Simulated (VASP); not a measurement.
# F (I4_1/amd) in VASP: notebook

The runs below take F through single point, with PBE.

All numbers are computed with VASP 6.6.1; they aren't measurements. Logs are shortened: lines on timing, memory, paths and dates and some standing lists are left out, and cuts for length are marked.

## 1. The cell of the first run

It takes space group I4_1/amd (No. 141, tetragonal). The conventional cell has a = 3.439 Å, b = 3.439 Å, c = 2.099 Å, α = 90.00°, β = 90.00°, γ = 90.00°. F (site symmetry -4m2) has 10 F at 1.80 to 2.33 Å within 2.4 Å.

## 2. Single point, PBE (6.21 Å³/atom)

Contents of INCAR:

```
ALGO = Normal
EDIFF = 1E-6
ENCUT = 520
GGA = PE
ISIF = 2
ISMEAR = -1
LASPH = T
LCHARG = F
LREAL = F
LWAVE = F
NBANDS = 14
NELM = 80
PREC = Accurate
SIGMA = 0.05
```

Contents of KPOINTS:

```
k-points
0
Gamma
  17 17 17
```

Contents of POSCAR:

```
F
1.0
   -1.7196413128      1.7196413128      1.0496873392
    1.7196413128     -1.7196413128      1.0496873392
    1.7196413128      1.7196413128     -1.0496873392
F
2
Direct
   -0.3750000000     -0.1250000000     -0.2500000000
    0.3750000000      0.1250000000      0.2500000000
```

Potentials or basis: VASP PAW PBE potentials, release 64 (F).

The run is started by

```console
$ cat potpaw_PBE.64/F/POTCAR > POTCAR
$ mpirun -np 1 vasp_std > vasp.out
```

OUTCAR:

```text
EDIFF = 1E-6
   ENCUT = 520
   GGA = PE
   ISIF = 2
   ISMEAR = -1
   LASPH = T
   LREAL = F
   NELM = 80
   PREC = Accurate

 ion  position               nearest neighbor table
   1  0.625  0.875  0.750-   2 1.80   2 1.80   2 1.80   2 1.80
   2  0.375  0.125  0.250-   1 1.80   1 1.80   1 1.80   1 1.80

  LATTYP: Found a body centered tetragonal cell.
 ALAT       =     3.4392826256
 C/A-ratio  =     0.6104106312

  Lattice vectors:

 A1 = (  -1.7196413128,   1.7196413128,   1.0496873392)
 A2 = (   1.7196413128,  -1.7196413128,   1.0496873392)
 A3 = (   1.7196413128,   1.7196413128,  -1.0496873392)

Analysis of symmetry for initial positions (statically):
=====================================================================
 Subroutine PRICEL returns:
 Original cell was already a primitive cell.

 Routine SETGRP: Setting up the symmetry group for a
 body centered tetragonal supercell.

 Subroutine GETGRP returns: Found 16 space group operations
 (whereof  4 operations were pure point group operations)
 out of a pool of 16 trial point group operations.

The static configuration has the point symmetry C_2h.
 The point group associated with its full space group is D_4h.

Analysis of symmetry for dynamics (positions and initial velocities):
=====================================================================
 Subroutine PRICEL returns:
 Original cell was already a primitive cell.

 Routine SETGRP: Setting up the symmetry group for a
 body centered tetragonal supercell.

 Subroutine GETGRP returns: Found 16 space group operations
 (whereof  4 operations were pure point group operations)
 out of a pool of 16 trial point group operations.

The dynamic configuration has the point symmetry C_2h.
 The point group associated with its full space group is D_4h.

 Subroutine INISYM returns: Found 16 space group operations
 (whereof  4 operations are pure point group operations),
 and found     1 'primitive' translations

----------------------------------------------------------------------------------------

                                     Primitive cell

  volume of cell :      12.4164

  direct lattice vectors                    reciprocal lattice vectors
    -1.719641313  1.719641313  1.049687339     0.000000000  0.290758309  0.476332315
     1.719641313 -1.719641313  1.049687339     0.290758309  0.000000000  0.476332315
[... 93 lines left out ...]
   POTIM  = 0.5000    time-step for ionic-motion
   TEBEG  =    0.0;   TEEND  =   0.0 temperature during run
   PSTRESS=    0.0 pullay stress
   NELECT =      14.0000    total number of electrons
   NUPDOWN=      -1.0000    fix difference up-down
   EMIN   =  10.00;   EMAX   =-10.00  energy-range for DOS
   EFERMI =   0.00;   METHOD = LEGACY
   ISMEAR =    -1;   SIGMA  =   0.05  broadening in eV -4-tet -1-fermi 0-gaus
   EFERMI_NEDOS =   21; number of points for ismear=-14 and -15
   IALGO  =     38    algorithm
   IMIX   =      4    mixing-type and parameters
     AMIX     =   0.40;   BMIX     =  1.00
     AMIX_MAG =   1.60;   BMIX_MAG =  1.00
  volume/ion in A,a.u.               =       6.21        41.90
  Fermi-wavevector in a.u.,A,eV,Ry     =   1.703932  3.219965 39.502945  2.903385
  Thomas-Fermi vector in A             =   2.783428
   LORBIT       =      0    0 simple, 1 ext, 2 COOP (PROOUT), +10 PAW based schemes
   GGA     = PE    functional components
   LHFCALC =     F    Hartree Fock is set to
   AEXX    =    0.0000 exact exchange contribution
   IVDW    =     0    specifies the selected vdW correction
   LEPSILON=     F    determine dielectric tensor
   LRPA    =     F    only Hartree local field effects (RPA)
 non-spin polarized calculation
  energy-cutoff  :      520.00
  volume of cell :       12.42
 maximum number of plane-waves:       351
   NGX =  9   NGY =  9   NGZ =  9

 number of electron      13.9999985 magnetization

 Free energy of the ion-electron system (eV)
  ---------------------------------------------------
  ext. energy  EPLUGINS =         0.00000000
  ---------------------------------------------------
  free energy    TOTEN  =        -0.01512113 eV

  energy without entropy =        0.00731213  energy(sigma->0) =       -0.00390450

 E-fermi :   3.3367     XC(G=0): -13.0764

 val. band max:        3.3366153591   @ k =  -0.1176  -0.1765   0.0588
 cond. band min:       3.3402779073   @ k =  -0.1765  -0.2353   0.1176
 fundamental gap:      0.0036625482
 Fermi energy:         3.3367306786

 k-point     1 :       0.0000    0.0000    0.0000
  band No.  band energies     occupation
      1     -24.1688      2.00000
      2     -16.0285      2.00000
      3      -3.2693      2.00000
      4      -3.2693      2.00000
      5       2.5276      2.00000
      6       2.5904      2.00000
      7       3.7347      0.00070
      8       3.7347      0.00070
      9      20.8546      0.00000
     10      21.5257      0.00000
     11      34.1665      0.00000
     12      37.0721      0.00000
     13      37.0721      0.00000
     14      40.6090      0.00000
[... 377 lines left out ...]
      1     -23.9729      2.00000
      2     -16.2438      2.00000
      3      -3.3008      2.00000
      4      -2.9782      2.00000
      5       2.1971      2.00000
      6       2.3831      2.00000
      7       3.4998      0.07384
      8       3.7284      0.00079
      9      21.2867      0.00000
     10      21.9825      0.00000
     11      33.1483      0.00000
     12      36.0338      0.00000
     13      37.3085      0.00000
     14      40.1529      0.00000

 [... further k-points ...]

------------------------ aborting loop because EDIFF is reached ----------------------------------------

  FORCE on cell =-STRESS in cart. coord.  units (eV):
  Direction    XX          YY          ZZ          XY          YZ          ZX
  --------------------------------------------------------------------------------------
  -------------------------------------------------------------------------------------
  Total        9.4306694      9.4306694      9.3409892      0.0000000     -0.0000000      0.0000000
  in kB     1216.9070648   1216.9070648   1205.3349797      0.0000000     -0.0000000      0.0000000
  external PRESSURE =    1213.0497031 kB  Pullay stress =       0.0000000 kB

 VOLUME and BASIS-vectors are now :
 -----------------------------------------------------------------------------
  energy-cutoff  :      520.00
  volume of cell :       12.42
      direct lattice vectors                 reciprocal lattice vectors
    -1.719641313  1.719641313  1.049687339     0.000000000  0.290758309  0.476332315
     1.719641313 -1.719641313  1.049687339     0.290758309  0.000000000  0.476332315
     1.719641313  1.719641313 -1.049687339     0.290758309  0.290758309  0.000000000

 POSITION                                       TOTAL-FORCE (eV/Angst)
 -----------------------------------------------------------------------------------
      1.71964      0.85982      0.78727        -0.000000     -0.000000     -0.000000
      0.00000      0.85982      0.26242         0.000000      0.000000      0.000000
 -----------------------------------------------------------------------------------
    total drift:                               -0.000000      0.000000     -0.000000

  FREE ENERGIE OF THE ION-ELECTRON SYSTEM (eV)
  ---------------------------------------------------
  free  energy   TOTEN  =        -0.0151211298 eV

  energy  without entropy=        0.0073121343  energy(sigma->0) =       -0.00390450
```

It took 23 s on 1 thread of Intel Xeon 6975P-C (Granite Rapids), shared host; peak memory 0.15 GiB.

What came out:

* Free energy: -0.0151 eV
* Pressure: 121.3 GPa
* Band gap on the k mesh: zero (bands 7 and 8 overlap by 2.65 eV)

Caveat: the cell stands under pressure.

## 3. Single point, PBE (7.34 Å³/atom)

This run uses another cell than the first one, of 7.34 Å³/atom.

Contents of INCAR:

```
SYSTEM = F
PREC = Accurate
ENCUT = 520
EDIFF = 1E-6
ISMEAR = -1
SIGMA = 0.05
LREAL = .FALSE.
LASPH = .TRUE.
NELM = 80
ALGO = Normal
ISIF = 2
LWAVE = .FALSE.
LCHARG = .TRUE.
GGA = PE
LELF = .TRUE.
LVHAR = .TRUE.
NBANDS = 14
```

Contents of KPOINTS:

```
Automatic mesh
0
G
  17 17 17
  0 0 0
```

Contents of POSCAR:

```
F
1.0
   -1.8009145026      1.8009145026      1.1310978463
    1.8009145026     -1.8009145026      1.1310978463
    1.8009145026      1.8009145026     -1.1310978463
F
2
Direct
   -0.3750000000     -0.1250000000     -0.2500000000
    0.3750000000      0.1250000000      0.2500000000
```

Potentials or basis: VASP PAW PBE potentials, release 64 (F).

The run is started by

```console
$ cat potpaw_PBE.64/F/POTCAR > POTCAR
$ mpirun -np 1 vasp_std > vasp.out
```

Wall time 24 s (1 thread of Intel Xeon 6975P-C (Granite Rapids), shared host); peak memory 0.17 GiB.

Results (log left out):

```
Free energy            : -1.2176 eV
Pressure               : 55.6 GPa
Band gap on the k mesh : zero (bands 7 and 8 overlap by 2.01 eV)
```

Stress tensor (GPa, compression positive):
```
55.76  0.00  0.00
 0.00 55.76  0.00
 0.00  0.00 55.40
```

Levels at points of the mesh, in eV from the Fermi level:
| k point | band 3 | band 4 | band 5 | band 6 | band 7 | band 8 | band 9 | band 10 | band 11 | band 12 |
| --- | --- | --- | --- | --- | --- | --- | --- | --- | --- | --- |
| (0.00, 0.00, 0.00) | -5.36 | -5.36 | -0.88 | -0.81 | 0.28 | 0.28 | 15.40 | 18.70 | 28.95 | 31.53 |

Caveat: the cell stands under pressure.

(Continued in part 2 of 2.)
